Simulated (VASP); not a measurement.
The system is AlB2Sb3.

```
Al B Sb
1.0
     6.17520    0.00000    0.00000
    -3.08760    5.34788    0.00000
     0.00000    0.00000    3.46853
Al B Sb
1 2 3
Cartesian
  0.0000 0.0000 0.0000
  0.0000 3.5653 0.0000
  3.0876 1.7826 0.0000
  3.0876 0.0000 1.7343
  1.5438 2.6739 1.7343
  -1.5438 2.6739 1.7343
```

| Item | Value |
| --- | --- |
| Program | VASP 6.6.1 |
| Task | relaxation of cell and atoms |
| Functional | PBE |
| Potentials or basis | VASP PAW PBE potentials, release 64 (Al, B, Sb) |
| Cutoff | 600 eV |
| k mesh | 3 × 3 × 6 |
| Occupations | gaussian, width 0.1 eV |
| Spin | no spin polarisation |

At the start: pressure 5.4 GPa; volume 19.09 Å³/atom.

Question: How do energy, volume and symmetry change on relaxing?

Answer: Over 12 steps the energy falls by 80.5 meV/atom and the volume is 20.38 Å³/atom (+6.8 %); space group P6/mmm (No. 191, to 0.05 Å).

The path:
```
step  energy change (eV)  largest force (eV/Å)  pressure (GPa)  volume (Å³)
   1              0.0000                0.0000            5.45       114.55
   2             -0.2932                0.0000           -1.20       125.46
   3             -0.2971                0.0000           -1.55       126.27
   4             -0.3052                0.0000           -2.25       127.90
   5             -0.3027                0.0000           -3.61       131.18
   6             -0.3086                0.0000           -2.70       128.95
   7             -0.4702                0.0000           -1.18       125.44
   8             -0.4705                0.0000           -1.08       125.33
   9             -0.4825                0.0000           -0.13       122.78
  10             -0.4829                0.0000            0.17       122.10
  11             -0.4830                0.0000            0.10       122.25
  12             -0.4832                0.0000            0.01       122.30
```

Final structure:
```xyz
6
Lattice="6.6136 0.0000 0.0000 -3.3068 5.7275 0.0000 0.0000 0.0000 3.2287" Properties=species:S:1:pos:R:3 pbc="T T T"
Al    0.0000    0.0000    0.0000
B     0.0000    3.8183    0.0000
B     3.3068    1.9092    3.2287
Sb    3.3068    0.0000    1.6144
Sb    1.6534    2.8638    1.6144
Sb   -1.6534    2.8638    1.6144
```

Caveat: the k points lie up to 0.37 Å⁻¹ apart in the final cell.
